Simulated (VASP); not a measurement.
# Pd (Fm-3m) in VASP: a series of runs

Pd is run at these levels: r2SCAN; tasks: single point.

Program: VASP 6.6.1. These are calculated values, not measurements. Logs are shortened: lines on timing, memory, paths and dates and some standing lists are left out, and cuts for length are marked.

**1. The cell of the first run**

It takes space group Fm-3m (No. 225, cubic). Conventional cell: a = 3.914 Å, b = 3.914 Å, c = 3.914 Å, α = 90.00°, β = 90.00°, γ = 90.00°. Within 3.6 Å of Pd (site symmetry m-3m) lie 12 Pd at 2.77 Å.

**2. Single point, r2SCAN, collinear spin, ferromagnetic start**

POSCAR

```
Pd
1.0
    0.0000000000      1.9567730079      1.9567730079
    1.9567730079      0.0000000000      1.9567730079
    1.9567730079      1.9567730079      0.0000000000
Pd
1
Direct
    0.0000000000      0.0000000000      0.0000000000
```

INCAR.step1

```
PREC = Accurate ; ENCUT = 520
ISMEAR = -1 ; SIGMA = 0.1
LREAL = F ; LASPH = T
NELM = 150 ; ISPIN = 2
MAGMOM = 0.436 ; LMAXMIX = 4
NBANDS = 15 ; GGA = PE
ALGO = Normal ; EDIFF = 1E-4
LWAVE = T ; LCHARG = F
```

INCAR.step2

```
PREC = Accurate ; ENCUT = 520
EDIFF = 1E-7 ; ISMEAR = -1
SIGMA = 0.1 ; LREAL = F
LASPH = T ; NELM = 150
ALGO = Normal ; ISIF = 2
LWAVE = F ; LCHARG = F
ISPIN = 2 ; MAGMOM = 0.436
LORBIT = 11 ; LMAXMIX = 4
METAGGA = R2SCAN ; LMIXTAU = T
NBANDS = 15 ; ISTART = 1
```

KPOINTS

```
Automatic mesh
0
Gamma
  14 14 14
```

Potentials or basis: VASP PAW PBE potentials, release 64 (Pd).

Launch:

```
$ cat potpaw_PBE.64/Pd/POTCAR > POTCAR
$ cp INCAR.step1 INCAR
$ mpirun -np 1 vasp_std > vasp.out
$ cp INCAR.step2 INCAR
$ mpirun -np 1 vasp_std > vasp.out
```

OUTCAR:

```text
PREC = Accurate
   ENCUT = 520
   EDIFF = 1E-7
   ISMEAR = -1
   LREAL = F
   LASPH = T
   NELM = 150
   ISIF = 2
   ISPIN = 2
   LORBIT = 11
   METAGGA = R2SCAN
   ISTART = 1

 ion  position               nearest neighbor table
   1  0.000  0.000  0.000-

  LATTYP: Found a face centered cubic cell.
 ALAT       =     3.9135460158

  Lattice vectors:

 A1 = (   0.0000000000,   1.9567730079,   1.9567730079)
 A2 = (   1.9567730079,   0.0000000000,   1.9567730079)
 A3 = (   1.9567730079,   1.9567730079,   0.0000000000)

Analysis of symmetry for initial positions (statically):
=====================================================================
 Subroutine PRICEL returns:
 Original cell was already a primitive cell.

 Routine SETGRP: Setting up the symmetry group for a
 face centered cubic supercell.

 Subroutine GETGRP returns: Found 48 space group operations
 (whereof 48 operations were pure point group operations)
 out of a pool of 48 trial point group operations.

The static configuration has the point symmetry O_h .

Analysis of symmetry for dynamics (positions and initial velocities):
=====================================================================
 Subroutine PRICEL returns:
 Original cell was already a primitive cell.

 Routine SETGRP: Setting up the symmetry group for a
 face centered cubic supercell.

 Subroutine GETGRP returns: Found 48 space group operations
 (whereof 48 operations were pure point group operations)
 out of a pool of 48 trial point group operations.

The dynamic configuration has the point symmetry O_h .

Analysis of structural, dynamic, and magnetic symmetry:
=====================================================================
 Subroutine PRICEL returns:
 Original cell was already a primitive cell.

 Routine SETGRP: Setting up the symmetry group for a
 face centered cubic supercell.

 Subroutine GETGRP returns: Found 48 space group operations
 (whereof 48 operations were pure point group operations)
 out of a pool of 48 trial point group operations.

The overall configuration has the point symmetry O_h .

 Subroutine INISYM returns: Found 48 space group operations
 (whereof 48 operations are pure point group operations),
 and found     1 'primitive' translations

----------------------------------------------------------------------------------------

                                     Primitive cell

  volume of cell :      14.9848

  direct lattice vectors                    reciprocal lattice vectors
     0.000000000  1.956773008  1.956773008    -0.255522740  0.255522740  0.255522740
     1.956773008  0.000000000  1.956773008     0.255522740 -0.255522740  0.255522740
     1.956773008  1.956773008  0.000000000     0.255522740  0.255522740 -0.255522740
[... 119 lines left out ...]

 number of electron       9.9999999 magnetization      -0.4188392

 number of electron       9.9999999 magnetization       0.4111618

 Free energy of the ion-electron system (eV)
  ---------------------------------------------------
  ext. energy  EPLUGINS =         0.00000000
  ---------------------------------------------------
  free energy    TOTEN  =       -22.98106054 eV

  energy without entropy =      -22.93359956  energy(sigma->0) =      -22.95733005

 E-fermi :   9.4338     XC(G=0): -14.0166

 val. band max:        9.4273797962   @ k =  -0.2857   0.3571   0.1429
 cond. band min:       9.4369693895   @ k =  -0.3571   0.2857   0.1429
 fundamental gap:      0.0095895933
 Fermi energy:         9.4337948557

 spin component 1

 k-point     1 :       0.0000    0.0000    0.0000
  band No.  band energies     occupation
      1       2.2869      1.00000
      2       6.2676      1.00000
      3       6.2676      1.00000
      4       6.2676      1.00000
      5       7.9040      1.00000
      6       7.9040      1.00000
      7      27.3588      0.00000
      8      31.3036      0.00000
      9      32.2433      0.00000
     10      32.2433      0.00000
     11      32.2433      0.00000
     12      37.7531      0.00000
     13      40.7658      0.00000
     14      40.7658      0.00000
[... 403 lines left out ...]
      4       7.0027      1.00000
      5       8.1117      1.00000
      6       8.4639      0.99994
      7      25.2712      0.00000
      8      28.7445      0.00000
      9      29.8469      0.00000
     10      31.2464      0.00000
     11      31.9059      0.00000
     12      36.5350      0.00000
     13      38.5435      0.00000
     14      38.9020      0.00000
     15      42.1199      0.00000

 [... further k-points ...]

 spin component 2

 k-point     1 :       0.0000    0.0000    0.0000
  band No.  band energies     occupation
      1       2.2723      1.00000
      2       6.7371      1.00000
      3       6.7371      1.00000
      4       6.7371      1.00000
      5       8.2355      0.99999
      6       8.2355      0.99999
      7      27.3506      0.00000
      8      32.2577      0.00000
      9      32.2577      0.00000
     10      32.2577      0.00000
     11      32.4070      0.00000
     12      37.7257      0.00000
     13      40.8872      0.00000
     14      40.8872      0.00000
[... 403 lines left out ...]
      4       7.4412      1.00000
      5       8.4816      0.99993
      6       8.8492      0.99712
      7      25.3699      0.00000
      8      28.7744      0.00000
      9      29.9387      0.00000
     10      31.8517      0.00000
     11      32.4679      0.00000
     12      36.6869      0.00000
     13      38.6328      0.00000
     14      39.0186      0.00000
     15      42.2937      0.00000

 [... further k-points ...]
[... 5 lines left out ...]
  --------------------------------------------------------------------------------------
  -------------------------------------------------------------------------------------
  Total        0.0702059      0.0702059      0.0702059     -0.0000000      0.0000000      0.0000000
  in kB        7.5064216      7.5064216      7.5064216     -0.0000000      0.0000000      0.0000000
  external PRESSURE =       7.5064216 kB  Pullay stress =       0.0000000 kB

 VOLUME and BASIS-vectors are now :
 -----------------------------------------------------------------------------
  energy-cutoff  :      520.00
  volume of cell :       14.98
      direct lattice vectors                 reciprocal lattice vectors
     0.000000000  1.956773008  1.956773008    -0.255522740  0.255522740  0.255522740
     1.956773008  0.000000000  1.956773008     0.255522740 -0.255522740  0.255522740
     1.956773008  1.956773008  0.000000000     0.255522740  0.255522740 -0.255522740

 POSITION                                       TOTAL-FORCE (eV/Angst)
 -----------------------------------------------------------------------------------
      0.00000      0.00000      0.00000        -0.000000      0.000000      0.000000
 -----------------------------------------------------------------------------------
    total drift:                               -0.000000      0.000000      0.000000

  FREE ENERGIE OF THE ION-ELECTRON SYSTEM (eV)
  ---------------------------------------------------
  free  energy   TOTEN  =       -22.9810605392 eV

  energy  without entropy=      -22.9335995568  energy(sigma->0) =      -22.95733005

 total charge

# of ion       s       p       d       tot
------------------------------------------
    1        0.509   0.448   8.491   9.448

 magnetization (x)

# of ion       s       p       d       tot
------------------------------------------
    1        0.001  -0.011   0.427   0.416
```

OUTCAR.step1:

```text
PREC = Accurate
   ENCUT = 520
   ISMEAR = -1
   LREAL = F
   LASPH = T
   NELM = 150
[... 1101 lines left out ...]

 POSITION                                       TOTAL-FORCE (eV/Angst)
 -----------------------------------------------------------------------------------
      0.00000      0.00000      0.00000        -0.000000      0.000000     -0.000000
 -----------------------------------------------------------------------------------
    total drift:                               -0.000000      0.000000      0.000000

  FREE ENERGIE OF THE ION-ELECTRON SYSTEM (eV)
  ---------------------------------------------------
  free  energy   TOTEN  =        -5.2444194125 eV

  energy  without entropy=       -5.1749585321  energy(sigma->0) =       -5.20968897
```

It took 9.7 min on 1 thread of AMD EPYC 7R13 (Zen 3), shared host; peak memory 0.16 GiB.

Results:

```
Free energy                                           : -22.9811 eV
Pressure                                              : 0.8 GPa
Net moment                                            : 0.41 μB per cell
Site moments                                          : Pd +0.42 μB
Valence electrons inside the program's atomic spheres : Pd 9.45
```

Levels at points of the mesh, in eV from the Fermi level:
Spin up:
| k point | band 1 | band 2 | band 3 | band 4 | band 5 | band 6 | band 7 | band 8 | band 9 | band 10 |
| --- | --- | --- | --- | --- | --- | --- | --- | --- | --- | --- |
| (0.00, 0.00, 0.00) | -7.15 | -3.17 | -3.17 | -3.17 | -1.53 | -1.53 | 17.93 | 21.87 | 22.81 | 22.81 |
| (0.50, 0.00, 0.00) | -5.54 | -3.18 | -3.18 | -0.36 | -0.36 | 1.25 | 7.35 | 17.32 | 21.83 | 21.83 |
| (0.50, 0.50, 0.00) | -5.59 | -5.41 | -0.36 | -0.07 | -0.07 | 3.57 | 10.96 | 13.73 | 13.73 | 21.46 |
Spin down:
```tsv
k point	band 2	band 3	band 4	band 5	band 6	band 7	band 8	band 9
(0.00, 0.00, 0.00)	-2.70	-2.70	-2.70	-1.20	-1.20	17.92	22.82	22.82
(0.50, 0.00, 0.00)	-2.82	-2.82	0.11	0.11	1.21	7.64	17.30	21.93
(0.50, 0.50, 0.00)	-5.03	-0.01	0.49	0.49	3.56	11.15	13.77	13.77
```

Caveat: the PAW data sets were made with another functional, which shifts forces and pressure a little.

**3. Single point, r2SCAN, collinear spin, ferromagnetic start**

POSCAR is that of step 2.

INCAR.step1

```
PREC = Accurate
ENCUT = 520
ISMEAR = -1
SIGMA = 0.2
LREAL = F
LASPH = T
NELM = 150
ISPIN = 2
MAGMOM = 0.436
LMAXMIX = 4
NBANDS = 15
GGA = PE
ALGO = Normal
EDIFF = 1E-4
LWAVE = T
LCHARG = F
```

INCAR.step2

```
PREC = Accurate
ENCUT = 520
EDIFF = 1E-6
ISMEAR = -1
SIGMA = 0.2
LREAL = F
LASPH = T
NELM = 150
ALGO = Normal
ISIF = 2
LWAVE = F
LCHARG = F
ISPIN = 2
MAGMOM = 0.436
LORBIT = 11
LMAXMIX = 4
METAGGA = R2SCAN
LMIXTAU = T
NBANDS = 15
ISTART = 1
```

KPOINTS is that of step 2.

Potentials or basis: VASP PAW PBE potentials, release 64 (Pd).

Launch:

```
$ cat potpaw_PBE.64/Pd/POTCAR > POTCAR
$ cp INCAR.step1 INCAR
$ mpirun -np 1 vasp_std > vasp.out
$ cp INCAR.step2 INCAR
$ mpirun -np 1 vasp_std > vasp.out
```

Wall time 4 min (1 thread of AMD EPYC 7R13 (Zen 3), shared host); peak memory 0.15 GiB.

It converged, with:

```yaml
Free_energy: -23.0569 eV
Pressure: 1.0 GPa
Band_gap_on_the_k_mesh: zero (filled and empty bands overlap)
Net_moment: 0.00 μB per cell
Valence_electrons_inside_the_program's_atomic_spheres: Pd 9.45
```

Levels at points of the mesh, in eV from the Fermi level:
Spin up:
| k point | band 2 | band 3 | band 4 | band 5 | band 6 | band 7 | band 8 | band 9 |
| --- | --- | --- | --- | --- | --- | --- | --- | --- |
| (0.00, 0.00, 0.00) | -2.94 | -2.94 | -2.94 | -1.37 | -1.37 | 17.92 | 22.39 | 22.81 |
| (0.50, 0.00, 0.00) | -3.01 | -3.01 | -0.13 | -0.13 | 1.22 | 7.49 | 17.31 | 21.88 |
| (0.50, 0.50, 0.00) | -5.23 | -0.19 | 0.20 | 0.20 | 3.56 | 11.04 | 13.74 | 13.74 |
Spin down:
```
           k point  band 2  band 3  band 4  band 5  band 6  band 7  band 8  band 9
(0.00, 0.00, 0.00)   -2.94   -2.94   -2.94   -1.37   -1.37   17.92   22.39   22.81
(0.50, 0.00, 0.00)   -3.01   -3.01   -0.13   -0.13    1.22    7.49   17.31   21.88
(0.50, 0.50, 0.00)   -5.23   -0.19    0.20    0.20    3.56   11.04   13.74   13.74
```

Caveat: the PAW data sets were made with another functional, which shifts forces and pressure a little.

**4. Single point, r2SCAN**

POSCAR

```
Pd
1.0
    0.0000000000      1.9558504376      1.9558504376
    1.9558504376      0.0000000000      1.9558504376
    1.9558504376      1.9558504376      0.0000000000
Pd
1
Direct
    0.0000000000      0.0000000000      0.0000000000
```

INCAR.step1

```
SYSTEM = Pd
PREC     = Accurate       ! precision mode
ENCUT    = 520            ! plane-wave cutoff, eV
ISMEAR   = 1              ! smearing method
SIGMA    = 0.3            ! smearing width, eV
LREAL    = .False.        ! projectors in reciprocal space
LASPH    = .True.         ! aspherical terms in the spheres
NELM     = 100            ! most SCF steps
NBANDS   = 11             ! bands
GGA      = PE             ! functional
ALGO     = Normal         ! electronic algorithm
EDIFF    = 1E-4           ! SCF threshold, eV
LWAVE    = .True.         ! write WAVECAR
LCHARG   = .False.        ! write CHGCAR
```

INCAR.step2

```
SYSTEM = Pd
PREC     = Accurate       ! precision mode
ENCUT    = 520            ! plane-wave cutoff, eV
EDIFF    = 1E-6           ! SCF threshold, eV
ISMEAR   = 1              ! smearing method
SIGMA    = 0.3            ! smearing width, eV
LREAL    = .False.        ! projectors in reciprocal space
LASPH    = .True.         ! aspherical terms in the spheres
NELM     = 100            ! most SCF steps
ALGO     = Normal         ! electronic algorithm
ISIF     = 2              ! what is computed and relaxed
LWAVE    = .False.        ! write WAVECAR
LCHARG   = .False.        ! write CHGCAR
METAGGA  = R2SCAN         ! meta-GGA
LMIXTAU  = .True.       
NBANDS   = 11             ! bands
ISTART   = 1
```

KPOINTS

```
regular mesh
0
Gamma
  14 14 14
  0 0 0
```

Launch:

```
$ cat potpaw_PBE.64/Pd/POTCAR > POTCAR
$ cp INCAR.step1 INCAR
$ mpirun -np 1 vasp_std > vasp.out
$ cp INCAR.step2 INCAR
$ mpirun -np 1 vasp_std > vasp.out
```

Wall time 29 s (1 thread of Intel Xeon Platinum 8559C (Emerald Rapids), shared host); peak memory 0.15 GiB.

It converged, with:

```
Free energy            : -22.9434 eV
Pressure               : 0.4 GPa
Band gap on the k mesh : zero (band 5 reaches 9.68 eV, above the bottom of band 6 at 8.03 eV)
```

Levels at points of the mesh, in eV from the Fermi level:
```
           k point  band 3  band 4  band 5  band 6  band 7  band 8
(0.00, 0.00, 0.00)   -2.86   -2.86   -1.29   -1.29   18.00   22.50
(0.50, 0.00, 0.00)   -2.93   -0.05   -0.05    1.30    7.58   17.39
(0.50, 0.50, 0.00)   -0.11    0.29    0.29    3.64   11.14   13.83
```

Caveat: the PAW data sets were made with another functional, which shifts forces and pressure a little.

**5. The runs side by side**

```csv
spin,cell,smearing,gap on the mesh (eV),pressure (GPa),moment (μB)
"collinear, ferromagnetic start","a = 2.767 Å, angles 60.0°, 1 atom",fermi-dirac 0.1 eV,none,0.8,0.41
"collinear, ferromagnetic start","a = 2.767 Å, angles 60.0°, 1 atom",fermi-dirac 0.2 eV,none,1.0,0.00
off,"a = 2.766 Å, angles 60.0°, 1 atom",methfessel-paxton 0.3 eV,none,0.4,-
```

Alike in all rows: task single point; level r2SCAN; potentials or basis VASP PAW PBE potentials, release 64 (Pd); k mesh 14 × 14 × 14; cutoff (eV) 520.

Every run on the cell as given and a fine mesh finds a metal.

Caveats: the PAW data sets were made with another functional, which shifts forces and pressure a little.

Absolute energies hang on the potentials; compare differences alone.
